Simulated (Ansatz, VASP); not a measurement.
# One calculation of MgO, two programs

```
CELL_PARAMETERS angstrom
0.00000 2.28770 2.28770
2.28770 0.00000 2.28770
2.28770 2.28770 0.00000
ATOMIC_POSITIONS crystal
Mg 0.00000 0.00000 0.00000
O 0.25000 0.25000 0.25000
```

Alike in both runs: task single point; functional PBEsol; k mesh 8 × 8 × 8; occupations gaussian, width 0.02 eV; no spin polarisation.

|  | VASP | Ansatz |
| --- | --- | --- |
| version | VASP 6.6.1 | Ansatz 0.2.0 |
| potentials or method | VASP PAW PBE potentials, release 64 (Mg, O), cutoff 600 eV | scalar-relativistic, plane waves, PAW |
| valence electrons in the cell | 8 | 16 |

|  | VASP | Ansatz | Ansatz less VASP |
| --- | --- | --- | --- |
| gap on the k mesh at the Fermi level (eV) | 3.49 | 3.49 | -0.003 |
| least direct gap on the mesh (eV) | 3.49 | 3.49 | -0.003 |
| pressure (GPa) | -0.5 | 0.0 | +0.43 |

VASP's potentials were made for PBE, not for PBEsol. VASP's potentials hold 8 valence electrons a cell and Ansatz's 16, so a difference there can come from the potentials and not from the codes.
